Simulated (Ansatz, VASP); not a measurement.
# Ge in VASP and in Ansatz

```
CELL_PARAMETERS angstrom
2.83743 2.83743 0.00000
-2.83743 2.83743 0.00000
0.00000 0.00000 5.67485
ATOMIC_POSITIONS crystal
Ge 0.00000 0.00000 0.50000
Ge 0.50000 0.50000 0.00000
Ge 0.50000 0.00000 0.75000
Ge 0.00000 0.50000 0.25000
```

Alike in both runs: functional r2SCAN; k mesh 10 × 10 × 8; occupations gaussian, width 0.1 eV; no spin polarisation.

Ansatz relaxed the structure, and its values are those at the end. VASP's run is a single point on that final structure, the one shown.

|  | VASP | Ansatz |
| --- | --- | --- |
| version | VASP 6.6.1 | Ansatz 0.2.0 |
| potentials or method | VASP PAW PBE potentials, release 64 (Ge_d), cutoff 520 eV | scalar-relativistic, plane waves, PAW |
| valence electrons in the cell | 56 | 56 |

```tsv
	VASP	Ansatz	Ansatz less VASP
gap on the k mesh at the Fermi level (eV)	0.32	0.36	+0.038
least direct gap on the mesh (eV)	0.32	0.36	+0.038
pressure (GPa)	0.1	0.0	-0.05
```

VASP's potentials were made for PBE, not for r2SCAN.
